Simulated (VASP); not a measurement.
A run of VASP 6.6.1 is set up as follows.

Contents of INCAR:

```
SYSTEM = Y
PREC = Accurate
ENCUT = 520
EDIFF = 1E-6
ISMEAR = -1
SIGMA = 0.08
LREAL = .False.
LASPH = .True.
NELM = 100
ALGO = Normal
ISIF = 2
LWAVE = .False.
LCHARG = .False.
GGA = PE
NBANDS = 12
```

File KPOINTS:

```
regular mesh
0
Gamma
  12 12 12
  0 0 0
```

Contents of POSCAR:

```
Y
1.0
    3.2667355472      0.0000000000      0.0000000000
    0.0000000000      3.2667355472      0.0000000000
    0.0000000000      0.0000000000      3.2667355472
Y
1
Direct
    0.0000000000      0.0000000000      0.0000000000
```

Potentials or basis: VASP PAW PBE potentials, release 64 (Y_sv).

Run with:

```bash
$ cat potpaw_PBE.64/Y_sv/POTCAR > POTCAR
$ mpirun -np 1 vasp_std > vasp.out
```

Predict the pressure.

0.0 GPa.
